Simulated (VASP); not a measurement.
Input of a VASP 6.6.1 run:

Contents of INCAR:

```
SYSTEM = Al16Cu
ALGO = Normal
DIPOL = 0.5 0.5 0.303
EDIFF = 1E-7
ENCUT = 520
GGA = PE
IDIPOL = 3
ISIF = 2
ISMEAR = 0
IVDW = 12
LASPH = .True.
LCHARG = .False.
LDIPOL = .True.
LREAL = Auto
LWAVE = .False.
NBANDS = 44
NELM = 80
PREC = Accurate
SIGMA = 0.1
```

File KPOINTS:

```
k-points
0
Gamma
  5 4 1
  0 0 0
```

File POSCAR:

```
Al16Cu
1.0
    5.6324246412      0.0000000000      0.0000000000
    0.0000000000      7.9654513166      0.0000000000
    0.0000000000      0.0000000000     21.2293510975
Al Cu
16 1
Direct
    0.2500000000      0.2500000000      0.1884183827
    0.2500000000      0.7500000000      0.1884183827
    0.7500000000      0.2500000000      0.1884183827
    0.7500000000      0.7500000000      0.1884183827
    0.0000000000      0.0000000000      0.2547466541
    0.0000000000      0.5000000000      0.2547466541
    0.5000000000      0.0000000000      0.2547466541
    0.5000000000      0.5000000000      0.2547466541
    0.2500000000      0.2500000000      0.3240951258
    0.2500000000      0.7500000000      0.3240951258
    0.7500000000      0.2500000000      0.3240951258
    0.7500000000      0.7500000000      0.3240951258
    0.0000000000      0.0000000000      0.3876402562
    0.0000000000      0.5000000000      0.3876402562
    0.5000000000      0.0000000000      0.3876402562
    0.5000000000      0.5000000000      0.3876402562
    0.2500000000      0.1250000000      0.5289540432
```

Potentials or basis: VASP PAW PBE potentials, release 64 (Al, Cu).

The run is started by

```sh
$ cat potpaw_PBE.64/Al/POTCAR potpaw_PBE.64/Cu/POTCAR > POTCAR
$ mpirun -np 1 vasp_std > vasp.out
```

Task: Estimate the largest force.

Result: 1.130 eV/Å.

Task: Estimate the band gap on the k mesh.

Result: Zero (an odd number of electrons rules out a gap without spin polarisation).

Task: What does it give for the dispersion energy per atom?

Result: -0.210 eV.

Forces on the atoms (eV/Å):
```
Al   0.000 -0.018  0.171
Al   0.000 -0.008  0.158
Al   0.000 -0.005  0.185
Al   0.000 -0.014  0.140
Al  -0.123 -0.010 -0.143
Al  -0.032  0.017 -0.094
Al   0.123 -0.010 -0.143
Al   0.032  0.017 -0.094
Al   0.000  0.011 -0.082
Al   0.000  0.037  0.023
Al   0.000 -0.048 -0.037
Al   0.000  0.032 -0.067
Al   0.037  0.141  0.486
Al   0.021 -0.040  0.061
Al  -0.037  0.141  0.486
Al  -0.021 -0.040  0.061
Cu   0.000 -0.205 -1.111
```
